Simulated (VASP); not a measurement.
The system is NbAs.

```
CELL_PARAMETERS angstrom
-1.72585 1.72585 5.84000
1.72585 -1.72585 5.84000
1.72585 1.72585 -5.84000
ATOMIC_POSITIONS crystal
Nb 0.00000 0.00000 0.00000
Nb 0.75000 0.25000 0.50000
As 0.41600 0.41600 0.00000
As 0.16600 0.66600 0.50000
```

```yaml
Program: VASP 6.6.1
Task: relaxation of cell and atoms
Functional: PBEsol
Potentials_or_basis: VASP PAW PBE potentials, release 64 (Nb_sv, As)
Cutoff: 600 eV
k_mesh: 16 × 16 × 16
Occupations: methfessel-paxton, width 0.1 eV
Spin: no spin polarisation
```

At the start: pressure -2.2 GPa; volume 17.39 Å³/atom.

Task: How do energy, volume and symmetry change on relaxing?

Result: Over 9 steps the energy falls by 3.6 meV/atom and the volume is 17.16 Å³/atom (-1.4 %); space group I4_1md (No. 109, to 0.1 Å) before and after.

Step by step:
| step | energy change (eV) | largest force (eV/Å) | pressure (GPa) | volume (Å³) |
| --- | --- | --- | --- | --- |
| 1 | 0.0000 | 0.2886 | -2.21 | 69.58 |
| 2 | 0.0067 | 0.0392 | 4.20 | 67.20 |
| 3 | -0.0114 | 0.1499 | 0.51 | 68.51 |
| 4 | -0.0139 | 0.0219 | -0.16 | 68.74 |
| 5 | -0.0139 | 0.0035 | -0.14 | 68.71 |
| 6 | -0.0145 | 0.0058 | 0.04 | 68.63 |
| 7 | -0.0145 | 0.0068 | 0.10 | 68.59 |
| 8 | -0.0145 | 0.0018 | -0.13 | 68.68 |
| 9 | -0.0146 | 0.0031 | 0.00 | 68.63 |

Final structure:
```cif
data_structure
_symmetry_space_group_name_H-M 'P 1'
_symmetry_Int_Tables_number 1
_cell_length_a 6.2857
_cell_length_b 6.2857
_cell_length_c 6.2857
_cell_angle_alpha 148.227
_cell_angle_beta 148.227
_cell_angle_gamma 45.550
_cell_volume 68.63
loop_
_atom_site_label
_atom_site_type_symbol
_atom_site_fract_x
_atom_site_fract_y
_atom_site_fract_z
_atom_site_occupancy
Nb1 Nb 0.99871 0.99871 0.00000 1
Nb2 Nb 0.74871 0.24871 0.50000 1
As1 As 0.41729 0.41729 0.00000 1
As2 As 0.16729 0.66729 0.50000 1
```

Caveat: the PAW data sets were made with another functional, which shifts forces and pressure a little.
